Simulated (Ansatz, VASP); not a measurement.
# AlGa3N4 in VASP and in Ansatz

The input INCAR:

```
PREC = Accurate ; ENCUT = 520
EDIFF = 1E-6 ; ISMEAR = 0
SIGMA = 0.05 ; LREAL = False
LASPH = True ; NELM = 60
ALGO = Normal ; ISIF = 2
LWAVE = False ; LCHARG = False
NBANDS = 41
```

File KPOINTS:

```
Automatic mesh
0
Gamma
  6 6 6
```

POSCAR

```
AlGa3N4
1.0
    4.2939496006     -0.0515716627     -0.0515716627
   -0.0515716627      4.2939496006     -0.0515716627
   -0.0515716627     -0.0515716627      4.2939496006
Al Ga N
1 3 4
Direct
    0.0000000000      0.0000000000      0.0000000000
    0.5000000000      0.5000000000      0.0000000000
    0.5000000000      0.0000000000      0.5000000000
    0.0000000000      0.5000000000      0.5000000000
    0.7548078379      0.7548078379      0.2451921621
    0.7548078379      0.2451921621      0.7548078379
    0.2451921621      0.7548078379      0.7548078379
    0.2451921621      0.2451921621      0.2451921621
```

Input for Ansatz:

```yaml
crystal:
  lattice:
    - [4.2939496006, -0.0515716627, -0.0515716627]
    - [-0.0515716627, 4.2939496006, -0.0515716627]
    - [-0.0515716627, -0.0515716627, 4.2939496006]
  atoms:
    - { symbol: Al, position: [0.0, 0.0, 0.0] }
    - { symbol: Ga, position: [0.5, 0.5, 0.0] }
    - { symbol: Ga, position: [0.5, 0.0, 0.5] }
    - { symbol: Ga, position: [0.0, 0.5, 0.5] }
    - { symbol: "N", position: [0.7548078379, 0.7548078379, 0.2451921621] }
    - { symbol: "N", position: [0.7548078379, 0.2451921621, 0.7548078379] }
    - { symbol: "N", position: [0.2451921621, 0.7548078379, 0.7548078379] }
    - { symbol: "N", position: [0.2451921621, 0.2451921621, 0.2451921621] }
basis:
  ecutwfc: 520.0
kpoints:
  mp_grid: { grid: [6, 6, 6] }
hamiltonian:
  xc: lda
  pseudopotentials: { kind: paw, azcp: { folder: soft_1 } }
scf:
  occupations: { method: gaussian, width: 0.05 }
output:
  forces: true
  stress: true
  eigenvalues: true
```

Change from the starting cell: equal engineering shear yz, xz and xy -0.0233, equal normal strain along x, y and z -0.0300.

Alike in both runs: task single point; functional LDA; k mesh 6 × 6 × 6; occupations gaussian, width 0.05 eV; no spin polarisation.

|  | VASP | Ansatz |
| --- | --- | --- |
| version | VASP 6.6.1 | Ansatz 0.2.0 |
| potentials or method | VASP PAW LDA potentials, release 64 (Al, Ga_d, N), cutoff 520 eV | scalar-relativistic, plane waves, PAW |
| valence electrons in the cell | 62 | 62 |

```tsv
	VASP	Ansatz	Ansatz less VASP
gap on the k mesh at the Fermi level (eV)	3.08	3.07	-0.006
least direct gap on the mesh (eV)	3.08	3.07	-0.006
pressure (GPa)	24.8	23.3	-1.53
traceless stress, the component that is largest in VASP (GPa)	7.09	6.99	-0.099
rms of the force components (eV/Å)	0.423	0.411	-0.0125
```

Ansatz warns that its potentials were made for another functional, while VASP's fit it. LDA's correlation is that of Perdew and Zunger in VASP and of Perdew and Wang (1992) in Ansatz. Atom by atom the forces differ by 0.017 eV/Å (rms over components).
